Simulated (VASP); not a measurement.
# Cu in VASP: relaxation of the atoms with PBE

Aim: the relaxation of the atoms of Cu with PBE.

All numbers are computed with VASP 6.6.1; they aren't measurements. Logs are shortened: lines on timing, memory, paths and dates and some standing lists are left out, and cuts for length are marked.

## 1. The cell of the first run

The cell holds a slab with vacuum, 6 atoms: a = 2.567 Å, b = 2.567 Å, c = 25.478 Å, α = 90.00°, β = 90.00°, γ = 120.00°.

## 2. Relaxation of the atoms, PBE

INCAR reads:

```
SYSTEM = Cu
PREC = Accurate ; ENCUT = 520
EDIFF = 1E-6 ; ISMEAR = 0
SIGMA = 0.1 ; LREAL = .False.
LASPH = .True. ; NELM = 60
ALGO = Fast ; ISIF = 2
LWAVE = .False. ; LCHARG = .False.
LDIPOL = .True. ; IDIPOL = 3
DIPOL = 0.5 0.5 0.500 ; GGA = PE
IBRION = 2 ; NSW = 80
EDIFFG = -0.02
```

KPOINTS reads:

```
Automatic mesh
0
Gamma
  15 15 1
  0 0 0
```

POSCAR reads:

```
Cu
1.0
    2.5666196055      0.0000000000      0.0000000000
   -1.2833098028      2.2227577802      0.0000000000
    0.0000000000      0.0000000000     25.4781806622
Cu
6
Direct
    0.6666666667      0.3333333333      0.2943695274
    0.3333333333      0.6666666667      0.3766217164
    0.0000000000      0.0000000000      0.4588739055
    0.6666666667      0.3333333333      0.5411260945
    0.3333333333      0.6666666667      0.6233782836
    0.0000000000      0.0000000000      0.7056304726
```

Potentials or basis: VASP PAW PBE potentials, release 64 (Cu).

The run is started by

```console
cat potpaw_PBE.64/Cu/POTCAR > POTCAR
mpirun -np 1 vasp_std > vasp.out
```

OUTCAR:

```text
SYSTEM = Cu
   PREC = Accurate
   ENCUT = 520
   EDIFF = 1E-6
   ISMEAR = 0
   LREAL = .False.
   LASPH = .True.
   NELM = 60
   ISIF = 2
   GGA = PE
   IBRION = 2
   NSW = 80
   EDIFFG = -0.02

 ion  position               nearest neighbor table
   1  0.667  0.333  0.294-   2 2.57   2 2.57   2 2.57
   2  0.333  0.667  0.377-   1 2.57   1 2.57   1 2.57   3 2.57   3 2.57   3 2.57
   3  0.000  0.000  0.459-   4 2.57   4 2.57   4 2.57   2 2.57   2 2.57   2 2.57
   4  0.667  0.333  0.541-   3 2.57   3 2.57   3 2.57   5 2.57   5 2.57   5 2.57
   5  0.333  0.667  0.623-   6 2.57   6 2.57   6 2.57   4 2.57   4 2.57   4 2.57
   6  0.000  0.000  0.706-   5 2.57   5 2.57   5 2.57

  LATTYP: Found a hexagonal cell.
 ALAT       =     2.5666196055
 C/A-ratio  =     9.9267459064

  Lattice vectors:

 A1 = (   2.5666196055,   0.0000000000,   0.0000000000)
 A2 = (  -1.2833098028,   2.2227577802,   0.0000000000)
 A3 = (   0.0000000000,   0.0000000000,  25.4781806622)

Analysis of symmetry for initial positions (statically):
=====================================================================
 Subroutine PRICEL returns:
 Original cell was already a primitive cell.

 Routine SETGRP: Setting up the symmetry group for a
 hexagonal supercell.

 Subroutine GETGRP returns: Found 12 space group operations
 (whereof  6 operations were pure point group operations)
 out of a pool of 24 trial point group operations.

The static configuration has the point symmetry C_3v.
 The point group associated with its full space group is D_3d.

Analysis of symmetry for dynamics (positions and initial velocities):
=====================================================================
 Subroutine PRICEL returns:
 Original cell was already a primitive cell.

 Routine SETGRP: Setting up the symmetry group for a
 hexagonal supercell.

 Subroutine GETGRP returns: Found 12 space group operations
 (whereof  6 operations were pure point group operations)
 out of a pool of 24 trial point group operations.

The dynamic configuration has the point symmetry C_3v.
 The point group associated with its full space group is D_3d.

 Subroutine INISYM returns: Found 12 space group operations
 (whereof  6 operations are pure point group operations),
 and found     1 'primitive' translations

----------------------------------------------------------------------------------------

                                     Primitive cell

  volume of cell :     145.3524

  direct lattice vectors                    reciprocal lattice vectors
     2.566619606  0.000000000  0.000000000     0.389617533  0.224945788  0.000000000
    -1.283309803  2.222757780  0.000000000     0.000000000  0.449891576  0.000000000
     0.000000000  0.000000000 25.478180662     0.000000000  0.000000000  0.039249270

  length of vectors
     2.566619606  2.566619606 25.478180662     0.449891576  0.449891576  0.039249270

  position of ions in fractional coordinates (direct lattice)
     0.666666667  0.333333333  0.294369527
     0.333333333  0.666666667  0.376621716
     0.000000000  0.000000000  0.458873905
     0.666666667  0.333333333  0.541126095
     0.333333333  0.666666667  0.623378284
     0.000000000  0.000000000  0.705630473

  ion indices of the primitive-cell ions
   primitive index   ion index
                 1           1
                 2           2
                 3           3
                 4           4
                 5           5
                 6           6

----------------------------------------------------------------------------------------

 KPOINTS: Automatic mesh

Automatic generation of k-mesh.
 Grid dimensions read from file:
 generate k-points for:   15   15    1

 Generating k-lattice:

  Cartesian coordinates                     Fractional coordinates (reciprocal lattice)
     0.025974502  0.014996386  0.000000000     0.066666667  0.000000000  0.000000000
     0.000000000  0.029992772  0.000000000     0.000000000  0.066666667  0.000000000
     0.000000000  0.000000000  0.039249270     0.000000000  0.000000000  1.000000000

  Length of vectors
     0.029992772  0.029992772  0.039249270

  Shift w.r.t. Gamma in fractional coordinates (k-lattice)
     0.000000000  0.000000000  0.000000000

 Subroutine IBZKPT returns following result:
 ===========================================

 Found     27 irreducible k-points:

 Following reciprocal coordinates:
            Coordinates               Weight
  0.000000  0.000000  0.000000      1.000000
  0.066667  0.000000  0.000000      6.000000
  0.133333 -0.000000  0.000000      6.000000
  0.200000 -0.000000  0.000000      6.000000
  0.266667 -0.000000  0.000000      6.000000
  0.333333 -0.000000  0.000000      6.000000
[... 16 lines left out ...]
  0.333333  0.200000  0.000000     12.000000
  0.400000  0.200000  0.000000      6.000000
 [... further k-points ...]
   k-points           NKPTS =     27   k-points in BZ     NKDIM =     27   number of bands    NBANDS=     39
   number of dos      NEDOS =    301   number of ions     NIONS =      6
   total plane-waves  NPLWV =  76800
   dimension x,y,z NGX =    20 NGY =   20 NGZ =  192
   dimension x,y,z NGXF=    40 NGYF=   40 NGZF=  384
   ions per type =               6
   NGX,Y,Z   is equivalent  to a cutoff of  12.95, 12.95, 12.53 a.u.
   NGXF,Y,Z  is equivalent  to a cutoff of  25.91, 25.91, 25.06 a.u.
 SYSTEM =  Cu
   PREC   = accura    normal or accurate (medium, high low for compatibility)
   ISTART =      0    job   : 0-new  1-cont  2-samecut
   ICHARG =      2    charge: 1-file 2-atom 10-const
   ISPIN  =      1    spin polarized calculation?
   LNONCOLLINEAR =      F non collinear calculations
   LSORBIT =      F    spin-orbit coupling
   LASPH  =      T    aspherical Exc in radial PAW
   ENCUT  =  520.0 eV  38.22 Ry    6.18 a.u.   4.77  4.77 47.37*2*pi/ulx,y,z
   NELM   =     60;   NELMIN=  2; NELMDL= -5     # of ELM steps
   EDIFF  = 0.1E-05   stopping-criterion for ELM
   LREAL  =      F    real-space projection
   EDIFFG = -.2E-01   stopping-criterion for IOM
   NSW    =     80    number of steps for IOM
   IBRION =      2    ionic relax: 0-MD 1-quasi-New 2-CG
   NFREE  =      1    steps in history (QN), initial steepest desc. (CG)
   ISIF   =      2    stress and relaxation
   ISYM   =      2    0-nonsym 1-usesym 2-fastsym
   POTIM  = 0.5000    time-step for ionic-motion
   TEBEG  =    0.0;   TEEND  =   0.0 temperature during run
   PSTRESS=    0.0 pullay stress
   NELECT =      66.0000    total number of electrons
   NUPDOWN=      -1.0000    fix difference up-down
   EMIN   =  10.00;   EMAX   =-10.00  energy-range for DOS
   EFERMI =   0.00;   METHOD = LEGACY
   ISMEAR =     0;   SIGMA  =   0.10  broadening in eV -4-tet -1-fermi 0-gaus
   EFERMI_NEDOS =   21; number of points for ismear=-14 and -15
   IALGO  =     68    algorithm
   IMIX   =      4    mixing-type and parameters
     AMIX     =   0.40;   BMIX     =  1.00
     AMIX_MAG =   1.60;   BMIX_MAG =  1.00
  volume/ion in A,a.u.               =      24.23       163.48
  Fermi-wavevector in a.u.,A,eV,Ry     =   1.258294  2.377831 21.542156  1.583304
  Thomas-Fermi vector in A             =   2.391911
   LORBIT       =      0    0 simple, 1 ext, 2 COOP (PROOUT), +10 PAW based schemes
   GGA     = PE    functional components
   LHFCALC =     F    Hartree Fock is set to
   AEXX    =    0.0000 exact exchange contribution
   IVDW    =     0    specifies the selected vdW correction
   LEPSILON=     F    determine dielectric tensor
   LRPA    =     F    only Hartree local field effects (RPA)
 conjugate gradient relaxation of ions
 non-spin polarized calculation
 RMM-DIIS sequential band-by-band and
 Gauss-broadening in eV      SIGMA  =   0.10
  energy-cutoff  :      520.00
  volume of cell :      145.35
 maximum number of plane-waves:      3946
 NGX is ok and might be reduce to    20
   NGX =  9   NGY =  9   NGZ = 95

 dipolmoment           0.000000      0.000000     -0.000000 electrons x Angstroem

--------------------------------------- Ionic step        1  -------------------------------------------

 number of electron      66.0000020 magnetization

 Free energy of the ion-electron system (eV)
  ---------------------------------------------------
  ext. energy  EPLUGINS =         0.00000000
  ---------------------------------------------------
  free energy    TOTEN  =       -21.43392184 eV

  energy without entropy =      -21.41674953  energy(sigma->0) =      -21.42533569

------------------------ aborting loop because EDIFF is reached ----------------------------------------

  FORCE on cell =-STRESS in cart. coord.  units (eV):
  Direction    XX          YY          ZZ          XY          YZ          ZX
  --------------------------------------------------------------------------------------
  -------------------------------------------------------------------------------------
  Total       -1.0834534     -1.0834534     -0.1070112      0.0000000      0.0000000      0.0000000
  in kB      -11.9425967    -11.9425967     -1.1795541      0.0000000      0.0000000      0.0000000
  external PRESSURE =      -8.3549158 kB  Pullay stress =       0.0000000 kB
[... 65 lines left out ...]
  energy  without entropy=      -21.4173333195  energy(sigma->0) =      -21.42588867

--------------------------------------- Ionic step        3  -------------------------------------------

 number of electron      66.0000022 magnetization

 dipolmoment           0.000000      0.000000      0.000001 electrons x Angstroem

 Free energy of the ion-electron system (eV)
  ---------------------------------------------------
  ext. energy  EPLUGINS =         0.00000000
  ---------------------------------------------------
  free energy    TOTEN  =       -21.43480753 eV

  energy without entropy =      -21.41783961  energy(sigma->0) =      -21.42632357

 E-fermi :   1.2870     XC(G=0):  -6.9448

 val. band max:        1.2567070210   @ k =   0.3333   0.1333   0.0000
 cond. band min:       1.2906558741   @ k =   0.2667   0.2000   0.0000
 fundamental gap:      0.0339488531
 Fermi energy:         1.2869693031

 k-point     1 :       0.0000    0.0000    0.0000
  band No.  band energies     occupation
      1      -7.7567      2.00000
      2      -7.1296      2.00000
      3      -6.1221      2.00000
      4      -4.9574      2.00000
      5      -4.0351      2.00000
      6      -3.7447      2.00000
[... 997 lines left out ...]
     38       6.5184      0.00000
     39       7.3617      0.00000

 [... further k-points ...]

------------------------ aborting loop because EDIFF is reached ----------------------------------------

 vacuum level on the upper side and lower side of the slab       (xc-potential included)        -0.042        -0.042

  FORCE on cell =-STRESS in cart. coord.  units (eV):
  Direction    XX          YY          ZZ          XY          YZ          ZX
  --------------------------------------------------------------------------------------
  -------------------------------------------------------------------------------------
  Total       -0.9253833     -0.9253833      0.0876541      0.0000000      0.0000000      0.0000000
  in kB      -10.2002349    -10.2002349      0.9661859      0.0000000      0.0000000      0.0000000
  external PRESSURE =      -6.4780946 kB  Pullay stress =       0.0000000 kB

 VOLUME and BASIS-vectors are now :
 -----------------------------------------------------------------------------
  energy-cutoff  :      520.00
  volume of cell :      145.35
      direct lattice vectors                 reciprocal lattice vectors
     2.566619606  0.000000000  0.000000000     0.389617533  0.224945788  0.000000000
    -1.283309803  2.222757780  0.000000000     0.000000000  0.449891576  0.000000000
     0.000000000  0.000000000 25.478180662     0.000000000  0.000000000  0.039249270
[... 12 lines left out ...]
  FREE ENERGIE OF THE ION-ELECTRON SYSTEM (eV)
  ---------------------------------------------------
  free  energy   TOTEN  =       -21.4348075314 eV

  energy  without entropy=      -21.4178396121  energy(sigma->0) =      -21.42632357

 reached required accuracy - stopping structural energy minimisation

 vacuum level on the upper side and lower side of the slab         6.031         6.031
```

Wall time 11 min (1 thread of Oxide Virtual Turin-like, shared host); peak memory 0.29 GiB.

Results:

| Property | Result |
| --- | --- |
| Free energy | -21.4348 eV |
| Energy gained by relaxing | 0.1 meV/atom |
| Ionic steps | 3 |
| Largest force after relaxing | 0.013 eV/Å |
| Band gap on the k mesh | zero (bands 33 and 34 overlap by 4.93 eV) |

Forces on the atoms (eV/Å):
```
Cu   0.000  0.000 -0.001
Cu   0.000  0.000 -0.007
Cu   0.000  0.000  0.013
Cu   0.000  0.000 -0.013
Cu   0.000  0.000  0.007
Cu   0.000  0.000  0.001
```

Step by step:
```csv
step,energy change (eV),largest force (eV/Å),pressure (GPa)
1,0.0000,0.0558,-0.84
2,-0.0005,0.0354,-0.83
3,-0.0009,0.0126,-0.65
```

Final structure:
```yaml
crystal:
  lattice:
    - [2.56662, 0.00000, 0.00000]
    - [-1.28331, 2.22276, 0.00000]
    - [0.00000, 0.00000, 25.47818]
  atoms:
    - { symbol: Cu, position: [0.66667, 0.33333, 0.29462] }
    - { symbol: Cu, position: [0.33333, 0.66667, 0.37637] }
    - { symbol: Cu, position: [0.00000, 0.00000, 0.45854] }
    - { symbol: Cu, position: [0.66667, 0.33333, 0.54146] }
    - { symbol: Cu, position: [0.33333, 0.66667, 0.62363] }
    - { symbol: Cu, position: [0.00000, 0.00000, 0.70538] }
```

The gap in the log of VASP goes by the Fermi energy; the results here count the filled bands.